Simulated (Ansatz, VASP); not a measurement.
Given: the input of a run of Ansatz 0.2.0 on BaTiO3.

input.yaml

```yaml
crystal:
  lattice:
    - [4.53387605, -2.93796388, -2.84448813]
    - [-4.17915424, -2.17324007, 2.57872365]
    - [-4.67623927, 2.67137974, -2.77803116]
  atoms:
    - { symbol: Ba, position: [0.99294384, 0.49864198, 0.49912084] }
    - { symbol: Ba, position: [0.99811969, 0.99663923, 0.000137] }
    - { symbol: Ti, position: [0.49526869, 0.25090263, 0.73929018] }
    - { symbol: Ti, position: [0.49332958, 0.75157672, 0.24081355] }
    - { symbol: O, position: [0.5108239, 0.50216355, 0.01062875] }
    - { symbol: O, position: [0.51040972, 0.0023124, 0.5087025] }
    - { symbol: O, position: [0.49548448, 0.49573515, 0.49912776] }
    - { symbol: O, position: [0.49557131, 0.99266336, 0.99920158] }
    - { symbol: O, position: [0.01119185, 0.00686691, 0.50886708] }
    - { symbol: O, position: [0.00441694, 0.50249807, 0.00167076] }
hamiltonian:
  xc: pbe
  pseudopotentials: { kind: paw }
kpoints:
  mp_grid: { grid: [5, 5, 4] }
scf:
  occupations: { method: fermi_dirac, width: 0.05 }
output:
  forces: true
  stress: true
  eigenvalues: true
```

Potentials or basis: Ansatz PAW.

Launch:

```sh
$ ansatz run input.yaml --threads 4 --pin off --max-ram 11264MiB --backend cpu --events-out ev --progress --plain --runs-dir out
```

Problem. Set up the same calculation for VASP 6.6.1. Potentials there: VASP PAW PBE potentials, release 64 (Ba_sv, Ti_sv, O).

Solution. As run (the cutoff follows the program's own potentials):

The input INCAR:

```
SYSTEM = BaTiO3
PREC = Accurate ; ENCUT = 600
EDIFF = 1E-6 ; ISMEAR = -1
SIGMA = 0.05 ; LREAL = .FALSE.
LASPH = .TRUE. ; NELM = 120
ALGO = Normal ; ISIF = 2
LWAVE = .FALSE. ; LCHARG = .FALSE.
GGA = PE ; NBANDS = 51
GGA_COMPAT = .FALSE.
```

KPOINTS

```
regular mesh
0
G
  5 5 4
  0 0 0
```

Contents of POSCAR:

```
BaTiO3
1.0
    4.5338760500     -2.9379638800     -2.8444881300
   -4.1791542400     -2.1732400700      2.5787236500
   -4.6762392700      2.6713797400     -2.7780311600
Ba Ti O
2 2 6
Direct
    0.9929438400      0.4986419800      0.4991208400
    0.9981196900      0.9966392300      0.0001370000
    0.4952686900      0.2509026300      0.7392901800
    0.4933295800      0.7515767200      0.2408135500
    0.5108239000      0.5021635500      0.0106287500
    0.5104097200      0.0023124000      0.5087025000
    0.4954844800      0.4957351500      0.4991277600
    0.4955713100      0.9926633600      0.9992015800
    0.0111918500      0.0068669100      0.5088670800
    0.0044169400      0.5024980700      0.0016707600
```

Potentials or basis: VASP PAW PBE potentials, release 64 (Ba_sv, Ti_sv, O).

Run with:

```console
$ cat potpaw_PBE.64/Ba_sv/POTCAR potpaw_PBE.64/Ti_sv/POTCAR potpaw_PBE.64/O/POTCAR > POTCAR
$ mpirun -np 1 vasp_std > vasp.out
```

Both were run:

|  | VASP | Ansatz | Ansatz less VASP |
| --- | --- | --- | --- |
| gap on the k mesh at the Fermi level (eV) | 0.94 | 1.02 | +0.076 |
| least direct gap on the mesh (eV) | 0.94 | 1.02 | +0.076 |
| pressure (GPa) | 16.6 | 14.6 | -2.00 |
| traceless stress, the component that is largest in VASP (GPa) | 23.09 | 21.92 | -1.164 |
| rms of the force components (eV/Å) | 0.362 | 0.342 | -0.0204 |

Atom by atom the forces differ by 0.024 eV/Å (rms over components). The functional is the same, so the differences come from potentials, cutoffs and numerics.

Spin-orbit coupling is off throughout. Noted on Ansatz's run: odd divisions of the mesh miss points on the zone boundary, where band edges often lie, so the gap on the mesh can be too wide.
